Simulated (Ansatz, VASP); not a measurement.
**MgS: VASP beside Ansatz**

```xyz
2
Lattice="0.0520 2.6277 2.6277 2.6277 0.0520 2.6277 2.6277 2.6277 0.0520" Properties=species:S:1:pos:R:3 pbc="T T T"
Mg    0.0000    0.0000    0.0000
S     2.6537    2.6537    2.6537
```

Change from the starting cell: equal xy, yz and zx shear strains of +2 %, crystal datasets.

Alike in both runs: task electric field gradients; functional LDA; k mesh 8 × 8 × 8; occupations fermi-dirac, width 0.01 eV; no spin polarisation.

|  | VASP | Ansatz |
| --- | --- | --- |
| version | VASP 6.6.1 | Ansatz 0.2.0 |
| potentials or method | VASP PAW LDA potentials, release 64 (Mg, S), cutoff 520 eV | all-electron PAW with datasets made for the crystal, scalar-relativistic |

Ansatz gave:

| Quantity | Value |
| --- | --- |
| gap on the k mesh at the Fermi level (eV) | 2.45 |
| pressure (GPa) | -3.2 |
| traceless stress, the component that is largest in VASP (GPa) | -1.12 |
| size of Vzz on the site where it differs most (V/Å²) | 1.0 |

**Question.** What did VASP give for the same quantities?

**Answer.** gap on the k mesh at the Fermi level (eV): 2.45; pressure (GPa): -3.8; traceless stress, the component that is largest in VASP (GPa): -1.12; size of Vzz on the site where it differs most (V/Å²): 0.7.

LDA's correlation is that of Perdew and Zunger in VASP and of Perdew and Wang (1992) in Ansatz. Ansatz ran all-electron here, and VASP with PAW potentials.
